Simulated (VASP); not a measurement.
Here is a VASP 6.6.1 calculation.

File INCAR:

```
PREC     = Accurate       # precision mode
ENCUT    = 520            # plane-wave cutoff, eV
EDIFF    = 1E-6           # SCF threshold, eV
ISMEAR   = 0              # smearing method
SIGMA    = 0.01           # smearing width, eV
LREAL    = False          # projectors in reciprocal space
LASPH    = True           # aspherical terms in the spheres
NELM     = 150            # most SCF steps
ALGO     = Normal         # electronic algorithm
ISIF     = 2              # what is computed and relaxed
LWAVE    = False          # write WAVECAR
LCHARG   = False          # write CHGCAR
MAGMOM   = 0 0 0 0 0 0    # initial moments
LORBIT   = 11             # projections on sites
LSORBIT  = True           # spin-orbit coupling
GGA_COMPAT= False        
LORBMOM  = True         
GGA      = PE             # functional
NBANDS   = 30             # bands
```

File KPOINTS:

```
Automatic mesh
0
Gamma
  8 8 8
```

POSCAR

```
GaP
1.0
    0.0000000000      2.7253992947      2.7253992947
    2.7253992947      0.0000000000      2.7253992947
    2.7253992947      2.7253992947      0.0000000000
Ga P
1 1
Direct
    0.0000000000      0.0000000000      0.0000000000
    0.2500000000      0.2500000000      0.2500000000
```

Potentials or basis: VASP PAW PBE potentials, release 64 (Ga_d, P).

Run with:

```bash
$ cat potpaw_PBE.64/Ga_d/POTCAR potpaw_PBE.64/P/POTCAR > POTCAR
$ mpirun -np 1 vasp_ncl > vasp.out
```

(1) Estimate the pressure.

(2) Predict the net moment.

Answers

(1) 2.4 GPa.

(2) 0.00 μB per cell.
